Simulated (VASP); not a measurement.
Input of a VASP 6.6.1 run:

The input INCAR:

```
SYSTEM = NaF
PREC = Accurate ; ENCUT = 520
EDIFF = 1E-6 ; ISMEAR = 0
SIGMA = 0.05 ; LREAL = .False.
LASPH = .True. ; NELM = 80
ALGO = Normal ; ISIF = 2
LWAVE = .False. ; LCHARG = .True.
GGA = PS ; LELF = .True.
LVHAR = .True. ; NBANDS = 14
```

KPOINTS

```
Automatic mesh
0
Gamma
  8 8 8
  0 0 0
```

Contents of POSCAR:

```
NaF
1.0
    0.0000000000      2.3581495000      2.2536010000
    2.3581495000      0.0000000000      2.2536010000
    2.3581495000      2.3581495000      0.0000000000
Na F
1 1
Direct
    0.0000000000      0.0000000000      0.0000000000
    0.5000000000      0.5000000000      0.5000000000
```

Potentials or basis: VASP PAW PBE potentials, release 64 (Na_pv, F).

Run with:

```console
$ cat potpaw_PBE.64/Na_pv/POTCAR potpaw_PBE.64/F/POTCAR > POTCAR
$ mpirun -np 1 vasp_std > vasp.out
```

(1) Predict the pressure.

(2) What does it give for the band gap on the k mesh?

Results:

(1) -0.3 GPa.

(2) 6.12 eV.

Caveat: the cell differs from its parent crystal (strain +0.015 along x and y, -0.030 along z); the PAW data sets were made with another functional, which shifts forces and pressure a little.
